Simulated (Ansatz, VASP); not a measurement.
**Two plane-wave programs on Ta2N**

INCAR

```
ALGO = Normal
EDIFF = 1E-7
ENCUT = 520
GGA = CA
ISIF = 2
ISMEAR = 0
LASPH = True
LCHARG = False
LREAL = False
LWAVE = False
NBANDS = 20
NELM = 60
PREC = Accurate
SIGMA = 0.15
```

KPOINTS

```
k-points
0
Gamma
  18 18 10
```

File POSCAR:

```
Ta2N
1.0
    3.0332451079      0.0000000000      0.0000000000
   -1.5166225540      2.6268673193      0.0000000000
    0.0000000000      0.0000000000      4.6175090278
Ta N
2 1
Direct
    0.6666666667      0.3333333333      0.7466885012
    0.3333333333      0.6666666667      0.2533114988
    0.0000000000      0.0000000000      0.0000000000
```

Input for Ansatz:

```yaml
crystal:
  lattice:
    - [3.0332451079, 0.0, 0.0]
    - [-1.516622554, 2.6268673193, 0.0]
    - [0.0, 0.0, 4.6175090278]
  atoms:
    - { symbol: Ta, position: [0.6666666667, 0.3333333333, 0.7466885012] }
    - { symbol: Ta, position: [0.3333333333, 0.6666666667, 0.2533114988] }
    - { symbol: "N", position: [0.0, 0.0, 0.0] }
basis:
  ecutwfc: 520.0
kpoints:
  mp_grid: { grid: [18, 18, 10] }
hamiltonian:
  xc: lda
  pseudopotentials: { kind: paw, azcp: { folder: soft_1 } }
scf:
  occupations: { method: gaussian, width: 0.15 }
output:
  forces: true
  stress: true
  eigenvalues: true
  write_density: true
  write_potential: true
  elf: true
  volumetric_format: npy
```

Alike in both runs: task single point; functional LDA; k mesh 18 × 18 × 10; occupations gaussian, width 0.15 eV; no spin polarisation.

|  | VASP | Ansatz |
| --- | --- | --- |
| version | VASP 6.6.1 | Ansatz 0.2.0 |
| potentials or method | VASP PAW LDA potentials, release 64 (Ta_pv, N), cutoff 520 eV | scalar-relativistic, plane waves, PAW |
| valence electrons in the cell | 27 | 31 |

VASP gave:

* gap on the k mesh at the Fermi level (eV): none
* pressure (GPa): 21.7
* traceless stress, the component that is largest in VASP (GPa): 4.78
* rms of the force components (eV/Å): 0.125

Q: What did Ansatz give for the same quantities?

A: gap on the k mesh at the Fermi level (eV): none; pressure (GPa): 19.7; traceless stress, the component that is largest in VASP (GPa): 4.88; rms of the force components (eV/Å): 0.096.

Ansatz warns that its potentials were made for another functional, while VASP's fit it. LDA's correlation is that of Perdew and Zunger in VASP and of Perdew and Wang (1992) in Ansatz. Atom by atom the forces differ by 0.028 eV/Å (rms over components). A gap of «none» marks a metal or a gap that the smearing closes. VASP's potentials hold 27 valence electrons a cell and Ansatz's 31, so a difference there can come from the potentials and not from the codes.

Neither program's run includes spin-orbit coupling.
